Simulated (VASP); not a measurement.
Set up this calculation in VASP 6.6.1, as the native input.

| Item | Value |
| --- | --- |
| Task | single point |
| Functional | PBE |
| Potentials or basis | VASP PAW PBE potentials, release 64 (Be, Ru_pv) |
| Cutoff | 520 eV |
| k mesh | 12 × 12 × 7 |
| Occupations | fermi-dirac, width 0.05 eV |
| Spin | no spin polarisation |
| Dipole correction | no |
| Further INCAR settings | ALGO = Normal; EDIFF = 1e-07; NBANDS = 15 |

The structure of BeRu lies in POSCAR:

```
BeRu
1.0
    2.4483498762      0.0000000000      0.0000000000
   -1.2241749381      2.1203331853      0.0000000000
    0.0000000000      0.0000000000      3.7180368061
Be Ru
1 1
Direct
    0.0000000000      0.0000000000      0.5000000000
    0.6666666700      0.3333333300      0.0000000000
```

This cell differs from its parent crystal: volume scaled by 0.94.

These files were run (other wordings do the same):

INCAR

```
PREC     = Accurate       # precision mode
ENCUT    = 520            # plane-wave cutoff, eV
EDIFF    = 1E-7           # SCF threshold, eV
ISMEAR   = -1             # smearing method
SIGMA    = 0.05           # smearing width, eV
LREAL    = F              # projectors in reciprocal space
LASPH    = T              # aspherical terms in the spheres
NELM     = 80             # most SCF steps
ALGO     = Normal         # electronic algorithm
ISIF     = 2              # what is computed and relaxed
LWAVE    = F              # write WAVECAR
LCHARG   = F              # write CHGCAR
GGA      = PE             # functional
NBANDS   = 15             # bands
```

KPOINTS

```
regular mesh
0
Gamma
  12 12 7
```

Potentials or basis: VASP PAW PBE potentials, release 64 (Be, Ru_pv).

Command:

```console
$ cat potpaw_PBE.64/Be/POTCAR potpaw_PBE.64/Ru_pv/POTCAR > POTCAR
$ mpirun -np 1 vasp_std > vasp.out
```

It gave:

```json
{
  "Pressure": "62.2 GPa",
  "Band gap on the k mesh": "zero (band 8 reaches 12.22 eV, above the bottom of band 9 at 11.76 eV)"
}
```

Run time: 9.9 s on 1 thread of Intel(R) Xeon(R) 6975P-C (Granite Rapids), on a shared host, peak memory 0.14 GiB.
